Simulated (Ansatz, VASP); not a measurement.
**One calculation of HfSiO4, two programs**

INCAR

```
ALGO     = Normal         # electronic algorithm
EDIFF    = 1E-6           # SCF threshold, eV
ENCUT    = 520            # plane-wave cutoff, eV
GGA      = PS             # functional
ISIF     = 2              # what is computed and relaxed
ISMEAR   = 0              # smearing method
LASPH    = True           # aspherical terms in the spheres
LCHARG   = False          # write CHGCAR
LREAL    = False          # projectors in reciprocal space
LWAVE    = False          # write WAVECAR
NBANDS   = 50             # bands
NELM     = 100            # most SCF steps
PREC     = Accurate       # precision mode
SIGMA    = 0.02           # smearing width, eV
```

KPOINTS

```
k-points
0
Gamma
  6 6 6
```

The input POSCAR:

```
HfSiO4
1.0
   -3.2910116945      3.2910116945      2.9830669716
    3.2910116945     -3.2910116945      2.9830669716
    3.2910116945      3.2910116945     -2.9830669716
Hf Si O
2 2 8
Direct
    0.0000000000      0.0000000000      0.0000000000
    0.7500000000      0.2500000000      0.5000000000
    0.2500000000      0.7500000000      0.5000000000
    0.5000000000      0.5000000000      0.0000000000
    0.1333334030      0.3181250468      0.8152083562
    0.0681250468      0.7529166906      0.6847916438
    0.0681250468      0.3833334030      0.3152083562
    0.5029166906      0.3181250468      0.1847916438
    0.6818749532      0.4970833094      0.8152083562
    0.6166665970      0.9318749532      0.6847916438
    0.2470833094      0.9318749532      0.3152083562
    0.6818749532      0.8666665970      0.1847916438
```

Input for Ansatz:

```yaml
crystal:
  lattice:
    - [-3.2910116945, 3.2910116945, 2.9830669716]
    - [3.2910116945, -3.2910116945, 2.9830669716]
    - [3.2910116945, 3.2910116945, -2.9830669716]
  atoms:
    - { symbol: Hf, position: [0.0, 0.0, 0.0] }
    - { symbol: Hf, position: [0.75, 0.25, 0.5] }
    - { symbol: Si, position: [0.25, 0.75, 0.5] }
    - { symbol: Si, position: [0.5, 0.5, 0.0] }
    - { symbol: O, position: [0.133333403, 0.3181250468, 0.8152083562] }
    - { symbol: O, position: [0.0681250468, 0.7529166906, 0.6847916438] }
    - { symbol: O, position: [0.0681250468, 0.383333403, 0.3152083562] }
    - { symbol: O, position: [0.5029166906, 0.3181250468, 0.1847916438] }
    - { symbol: O, position: [0.6818749532, 0.4970833094, 0.8152083562] }
    - { symbol: O, position: [0.616666597, 0.9318749532, 0.6847916438] }
    - { symbol: O, position: [0.2470833094, 0.9318749532, 0.3152083562] }
    - { symbol: O, position: [0.6818749532, 0.866666597, 0.1847916438] }
basis:
  ecutwfc: 420
  xc_grid: 2
kpoints:
  mp_grid: { grid: [6, 6, 6] }
  band_path: { path: [VBM, CBM], npoints: 2 }
hamiltonian:
  xc: pbesol
scf:
  occupations: { method: gaussian, width: 0.02 }
output:
  forces: true
  stress: true
  eigenvalues: true
```

Alike in both runs: task single point; functional PBEsol; k mesh 6 × 6 × 6; occupations gaussian, width 0.02 eV; no spin polarisation.

|  | VASP | Ansatz |
| --- | --- | --- |
| version | VASP 6.6.1 | Ansatz 0.2.0 |
| potentials or method | VASP PAW PBE potentials, release 64 (Hf_pv, Si, O), cutoff 520 eV | scalar-relativistic, plane waves, PAW |
| valence electrons in the cell | 76 | 108 |

|  | VASP | Ansatz | Ansatz less VASP |
| --- | --- | --- | --- |
| gap on the k mesh at the Fermi level (eV) | 5.34 | 5.39 | +0.047 |
| least direct gap on the mesh (eV) | 5.69 | 5.74 | +0.042 |
| pressure (GPa) | -1.3 | 0.0 | +1.33 |
| traceless stress, the component that is largest in VASP (GPa) | 0.33 | 0.00 | -0.336 |
| rms of the force components (eV/Å) | 0.108 | 0.000 | -0.1081 |

VASP's potentials were made for PBE, not for PBEsol. Atom by atom the forces differ by 0.108 eV/Å (rms over components). The functional is the same, so the differences come from potentials, cutoffs and numerics. VASP's potentials hold 76 valence electrons a cell and Ansatz's 108, so a difference there can come from the potentials and not from the codes.

Spin-orbit coupling is off throughout.
